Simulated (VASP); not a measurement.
Here is a VASP 6.6.1 calculation.

The input INCAR:

```
SYSTEM = Na2Cl
PREC = Accurate ; ENCUT = 520
EDIFF = 1E-6 ; ISMEAR = 0
SIGMA = 0.1 ; LREAL = .False.
LASPH = .True. ; NELM = 60
ALGO = Normal ; ISIF = 2
LWAVE = .False. ; LCHARG = .False.
GGA = PS ; NBANDS = 30
```

File KPOINTS:

```
Automatic mesh
0
Gamma
  10 10 4
  0 0 0
```

The input POSCAR:

```
Na2Cl
1.0
    3.4848595574      0.0000000000      0.0236124243
    0.0000000000      3.4452091762      0.0000000000
    0.0836146914      0.0000000000     12.4373075626
Na Cl
4 2
Direct
   -0.0423299927      0.0000000000      0.2219379035
    0.0423299927      0.0000000000      0.7780620965
    0.0000000000      0.0000000000      0.5000000000
    0.5000000000      0.5000000000      0.0000000000
    0.4871715239      0.5000000000      0.3620965212
    0.5128284761      0.5000000000      0.6379034788
```

Potentials or basis: VASP PAW PBE potentials, release 64 (Na_pv, Cl).

Command:

```bash
$ cat potpaw_PBE.64/Na_pv/POTCAR potpaw_PBE.64/Cl/POTCAR > POTCAR
$ mpirun -np 1 vasp_std > vasp.out
```

Q: What does it give for the band gap on the k mesh?

A: Zero (bands 21 and 22 overlap by 3.53 eV).

Q: What does it give for the largest force?

A: 0.279 eV/Å.

Stress tensor (GPa, compression positive):
```
0.11 0.00 0.03
0.00 0.62 0.00
0.03 0.00 0.51
```

Caveat: the cell differs from its parent crystal (strained and its atoms moved); the PAW data sets were made with another functional, which shifts forces and pressure a little.
